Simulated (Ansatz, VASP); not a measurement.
**TiAl in VASP and in Ansatz**

POSCAR

```
TiAl
1.0
    3.1554567597      0.0000000000      0.0000000000
   -1.5777283798      2.7327057145      0.0000000000
    0.0000000000      0.0000000000      4.6338675649
Ti Al
1 1
Direct
    0.0000000000      0.0000000000      0.0000000000
    0.3333333333      0.6666666667      0.5000000000
```

Contents of INCAR.step1:

```
SYSTEM = TiAl
  PREC = Accurate
  ENCUT = 520
  ISMEAR = 0
  SIGMA = 0.15
  LREAL = .FALSE.
  LASPH = .TRUE.
  NELM = 80
  NBANDS = 14
  GGA = PE
  ALGO = Normal
  EDIFF = 1E-4
  LWAVE = .TRUE.
  LCHARG = .FALSE.
```

INCAR.step2

```
SYSTEM = TiAl
  PREC = Accurate
  ENCUT = 520
  EDIFF = 1E-7
  ISMEAR = 0
  SIGMA = 0.15
  LREAL = .FALSE.
  LASPH = .TRUE.
  NELM = 80
  ALGO = Normal
  ISIF = 2
  LWAVE = .FALSE.
  LCHARG = .FALSE.
  METAGGA = R2SCAN
  LMIXTAU = .TRUE.
  NBANDS = 14
  ISTART = 1
```

The input KPOINTS:

```
Automatic mesh
0
G
  24 24 14
  0 0 0
```

Input for Ansatz:

```yaml
crystal:
  lattice:
    - [3.1554567597, 0.0, 0.0]
    - [-1.5777283798, 2.7327057145, 0.0]
    - [0.0, 0.0, 4.6338675649]
  atoms:
    - { symbol: Ti, position: [0.0, 0.0, 0.0] }
    - { symbol: Al, position: [0.3333333333, 0.6666666667, 0.5] }
basis:
  ecutwfc: 500
kpoints:
  mp_grid: { grid: [24, 24, 14] }
hamiltonian:
  xc: r2scan
scf:
  occupations: { method: gaussian, width: 0.15 }
output:
  forces: true
  stress: true
  eigenvalues: true
```

Change from the starting cell: strain +0.1000 x Voigt [1, 1, 0, 0, 0, 0], atoms carried along.

Alike in both runs: task single point; functional r2SCAN; k mesh 24 × 24 × 14; occupations gaussian, width 0.15 eV; no spin polarisation.

|  | VASP | Ansatz |
| --- | --- | --- |
| version | VASP 6.6.1 | Ansatz 0.2.0 |
| potentials or method | VASP PAW PBE potentials, release 64 (Ti_sv, Al), cutoff 520 eV | scalar-relativistic, plane waves, PAW |
| valence electrons in the cell | 15 | 15 |

VASP gave:

```
gap on the k mesh at the Fermi level (eV)                     : none
pressure (GPa)                                                : -14.0
traceless stress, the component that is largest in VASP (GPa) : 3.80
```

Q: What did Ansatz give for the same quantities?

A: gap on the k mesh at the Fermi level (eV): none; pressure (GPa): -14.1; traceless stress, the component that is largest in VASP (GPa): 3.83.

VASP's potentials were made for PBE, not for r2SCAN. A gap of «none» marks a metal or a gap that the smearing closes.
